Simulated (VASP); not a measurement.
Mg3BeS:

```xyz
5
Lattice="2.9475 1.7017 2.4066 -2.9475 1.7017 2.4066 0.0000 -3.4035 2.4066" Properties=species:S:1:pos:R:3 pbc="T T T"
Mg   -1.0596    2.3561    3.4583
Mg   -1.5106   -2.0957    3.4583
Mg    2.5702   -0.2604    3.4583
Be    0.0000    0.0000    3.6099
S     0.0000    0.0000    0.2303
```

The cell was built from a structure type or drawn by symmetry, and may not be a known phase.

```yaml
Program: VASP 6.6.1
Task: relaxation of cell and atoms
Functional: PBE
Potentials_or_basis: VASP PAW PBE potentials, release 64 (Mg, Be, S)
Cutoff: 600 eV
k_mesh: 4 × 4 × 4
Occupations: gaussian, width 0.1 eV
Spin: no spin polarisation
```

At the start: pressure 40.3 GPa; volume 14.49 Å³/atom.

Problem. How do energy, volume and symmetry change on relaxing?

Solution. Over 25 steps the energy falls by 782.5 meV/atom and the volume is 21.99 Å³/atom (+51.8 %); space group R3 (No. 146, to 0.1 Å) before and after.

Step by step:
```tsv
step	energy change (eV)	largest force (eV/Å)	pressure (GPa)	volume (Å³)
1	0.0000	1.9949	40.33	72.43
2	-3.2432	0.6202	-2.47	117.76
3	-3.3160	0.5883	0.91	107.27
4	-3.3199	0.5971	0.09	109.37
5	-3.3196	0.5938	0.40	108.53
6	-3.3596	0.5723	0.06	109.17
7	-3.4024	0.5099	-0.42	110.69
8	-3.4420	0.4591	-0.18	110.27
9	-3.5363	0.2681	0.68	109.02
10	-3.5565	0.5969	2.95	106.52
11	-3.5816	0.2414	1.77	107.70
12	-3.6194	0.2396	1.21	109.36
13	-3.6793	0.2712	-0.22	114.37
14	-3.6835	0.3202	-0.65	116.10
15	-3.7118	0.2807	-0.57	115.64
16	-3.7743	0.2661	-0.24	114.13
17	-3.8022	0.5261	0.65	110.54
18	-3.8081	0.2725	0.34	111.79
19	-3.8398	0.3504	-0.07	112.17
20	-3.8659	0.5079	-0.76	112.83
21	-3.9037	0.2220	-0.03	110.03
22	-3.9062	0.1105	0.23	109.14
23	-3.9104	0.0782	-0.01	109.89
24	-3.9110	0.0691	-0.13	110.30
25	-3.9127	0.0293	0.03	109.94
```

Final structure:
```
Mg Be S
1.0
     3.12806    1.80599    3.24350
    -3.12806    1.80599    3.24350
     0.00000   -3.61198    3.24350
Mg Be S
3 1 1
Cartesian
  -0.8345 1.9153 4.4028
  -1.2415 -1.6803 4.4028
  2.0759 -0.2350 4.4028
  0.0000 0.0000 5.8731
  0.0000 0.0000 0.0769
```

Caveat: the k points lie up to 0.33 Å⁻¹ apart in the final cell, too coarse for converged energies and pressures of a metal; the volume moved by over 15 % at a fixed basis, so the end points are rough.
